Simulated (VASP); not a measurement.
A run of VASP 6.6.1 is set up as follows.

INCAR

```
PREC = Accurate
ENCUT = 520
EDIFF = 1E-8
ISMEAR = -1
SIGMA = 0.05
LREAL = False
LASPH = True
NELM = 60
ALGO = Normal
ISIF = 2
LWAVE = False
LCHARG = False
GGA = PE
LEFG = True
ISYM = 0
NBANDS = 12
```

The input KPOINTS:

```
Automatic mesh
0
Gamma
  14 14 16
```

File POSCAR:

```
Ga
1.0
   -1.3801987918      1.3801987918      2.1912130391
    1.3801987918     -1.3801987918      2.1912130391
    1.3801987918      1.3801987918     -2.1912130391
Ga
1
Direct
    0.0000000000      0.0000000000      0.0000000000
```

Potentials or basis: VASP PAW PBE potentials, release 64 (Ga_d).

Launch:

```console
$ cat potpaw_PBE.64/Ga_d/POTCAR > POTCAR
$ mpirun -np 1 vasp_std > vasp.out
```

Task: What does it give for the band gap on the k mesh?

Result: Zero (an odd number of electrons rules out a gap without spin polarisation).

Task: Predict the pressure.

Result: 8.4 GPa.

Stress tensor (GPa, compression positive):
```
8.71 0.22 0.11
0.22 8.71 0.11
0.11 0.11 7.90
```

Caveat: the cell stands under pressure; without QUAD_EFG the Cq values of the log hold for a quadrupole moment of 1 mb, not for the nuclei.
